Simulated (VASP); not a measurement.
Input of a VASP 6.6.1 run:

The input INCAR:

```
PREC = Accurate
ENCUT = 520
EDIFF = 1E-7
ISMEAR = 0
SIGMA = 0.1
LREAL = False
LASPH = True
NELM = 80
ALGO = Fast
ISIF = 2
LWAVE = False
LCHARG = True
GGA = PS
LELF = True
LVHAR = True
NBANDS = 30
```

Contents of KPOINTS:

```
regular mesh
0
Gamma
  18 10 12
```

POSCAR

```
Au
1.0
    2.7918297633      0.0000000000      0.0000000000
    0.0000000000      4.9836661360      0.0000000000
    0.0000000000      0.0000000000      4.8294816168
Au
4
Direct
    0.0000000000      0.3361360574      0.7500000000
    0.5000000000      0.1638639426      0.2500000000
    0.5000000000      0.8361360574      0.7500000000
    0.0000000000      0.6638639426      0.2500000000
```

Potentials or basis: VASP PAW PBE potentials, release 64 (Au).

Launch:

```bash
$ cat potpaw_PBE.64/Au/POTCAR > POTCAR
$ mpirun -np 1 vasp_std > vasp.out
```

**Question.** What does it give for the band gap on the k mesh?

**Answer.** Zero (bands 22 and 23 overlap by 4.37 eV).

**Question.** Predict the pressure.

**Answer.** 2.4 GPa.

**Question.** Predict the largest force.

**Answer.** 0.004 eV/Å.

Forces on the atoms (eV/Å):
```
Au   0.000  0.004  0.000
Au   0.000 -0.004  0.000
Au   0.000  0.004  0.000
Au   0.000 -0.004  0.000
```

Caveat: the cell differs from its parent crystal (biaxial strain in the a-b plane: -1.0 %); the PAW data sets were made with another functional, which shifts forces and pressure a little; spin-orbit coupling is left out, which moves the levels of the heavy elements.
